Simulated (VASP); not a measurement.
Set up this calculation in VASP 6.6.1, as the native input.

| Property | Result |
| --- | --- |
| Task | single point |
| Functional | PBEsol |
| Potentials or basis | VASP PAW PBE potentials, release 64 (Cu) |
| Cutoff | 520 eV |
| k mesh | 20 × 20 × 20 |
| Occupations | gaussian, width 0.1 eV |
| Spin | no spin polarisation |
| Dipole correction | no |
| Further INCAR settings | ALGO = Normal; EDIFF = 1e-06; NBANDS = 12 |

The structure of Cu lies in POSCAR:

```
Cu
1.0
    0.0000000000      1.7073611760      1.7073611760
    1.7073611760      0.0000000000      1.7073611760
    1.7073611760      1.7073611760      0.0000000000
Cu
1
Direct
    0.0000000000      0.0000000000      0.0000000000
```

This cell differs from its parent crystal: volume scaled by 0.88.

The input as run:

INCAR

```
ALGO = Normal
EDIFF = 1E-6
ENCUT = 520
GGA = PS
ISIF = 2
ISMEAR = 0
LASPH = True
LCHARG = False
LREAL = False
LWAVE = False
NBANDS = 12
NELM = 60
PREC = Accurate
SIGMA = 0.1
```

KPOINTS

```
k-points
0
Gamma
  20 20 20
```

Potentials or basis: VASP PAW PBE potentials, release 64 (Cu).

Run with:

```bash
$ cat potpaw_PBE.64/Cu/POTCAR > POTCAR
$ mpirun -np 1 vasp_std > vasp.out
```

Results of the run:

The pressure is 30.3 GPa.

Caveat: the PAW data sets were made with another functional, which shifts forces and pressure a little.

Wall time 34 s on 1 thread of Intel(R) Xeon(R) Platinum 8259CL CPU @ 2.50GHz (Skylake/Cascade Lake), on a shared host, peak memory 0.14 GiB.
